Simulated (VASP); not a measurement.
A run of VASP 6.6.1 is set up as follows.

The input POSCAR:

```
SrSiH6
1.0
    0.0000000000      3.9161598511      3.9161598511
    3.9161598511      0.0000000000      3.9161598511
    3.9161598511      3.9161598511      0.0000000000
Sr Si H
1 1 6
Direct
    0.5000000000      0.5000000000      0.5000000000
    0.0000000000      0.0000000000      0.0000000000
    0.7965382985      0.2034617015      0.2034617015
    0.2034617015      0.7965382985      0.7965382985
    0.2034617015      0.7965382985      0.2034617015
    0.7965382985      0.2034617015      0.7965382985
    0.2034617015      0.2034617015      0.7965382985
    0.7965382985      0.7965382985      0.2034617015
```

INCAR.step1

```
SYSTEM = SrSiH6
  ALGO = Normal
  EDIFF = 1E-4
  ENCUT = 600
  GGA = PE
  ISMEAR = -1
  LASPH = .True.
  LCHARG = .False.
  LREAL = .False.
  LWAVE = .True.
  NELM = 60
  PREC = Accurate
  SIGMA = 0.03
```

Contents of INCAR.step2:

```
SYSTEM = SrSiH6
  ALGO = Normal
  BPARAM = 11.95
  CPARAM = 0.0093
  EDIFF = 1E-6
  EDIFFG = -0.01
  ENCUT = 600
  IBRION = 2
  ISIF = 3
  ISMEAR = -1
  ISTART = 1
  IVDW_NL = 2
  LASPH = .True.
  LCHARG = .False.
  LMIXTAU = .True.
  LREAL = .False.
  LUSE_VDW = .True.
  LWAVE = .False.
  METAGGA = R2SCAN
  NELM = 60
  NSW = 100
  PREC = Accurate
  SIGMA = 0.03
```

KPOINTS

```
k-points
0
Gamma
  6 6 6
  0 0 0
```

Potentials or basis: VASP PAW PBE potentials, release 64 (Sr_sv, Si, H).

Command:

```sh
$ cat potpaw_PBE.64/Sr_sv/POTCAR potpaw_PBE.64/Si/POTCAR potpaw_PBE.64/H/POTCAR > POTCAR
$ cp INCAR.step1 INCAR
$ mpirun -np 1 vasp_std > vasp.out
$ cp INCAR.step2 INCAR
$ mpirun -np 1 vasp_std > vasp.out
```

Q: Estimate the relaxed volume.

A: 14.92 Å³/atom.

Q: Predict the space group after relaxing (to 0.1 Å).

A: Fm-3m (No. 225).

Final structure:
```cif
data_structure
_symmetry_space_group_name_H-M 'P 1'
_symmetry_Int_Tables_number 1
_cell_length_a 5.5267
_cell_length_b 5.5267
_cell_length_c 5.5267
_cell_angle_alpha 60.000
_cell_angle_beta 60.000
_cell_angle_gamma 60.000
_cell_volume 119.37
loop_
_atom_site_label
_atom_site_type_symbol
_atom_site_fract_x
_atom_site_fract_y
_atom_site_fract_z
_atom_site_occupancy
Sr1 Sr 0.50000 0.50000 0.50000 1
Si1 Si 0.00000 0.00000 0.00000 1
H1 H 0.79790 0.20210 0.20210 1
H2 H 0.20210 0.79790 0.79790 1
H3 H 0.20210 0.79790 0.20210 1
H4 H 0.79790 0.20210 0.79790 1
H5 H 0.20210 0.20210 0.79790 1
H6 H 0.79790 0.79790 0.20210 1
```

Caveat: the PAW data sets were made with another functional, which shifts forces and pressure a little.
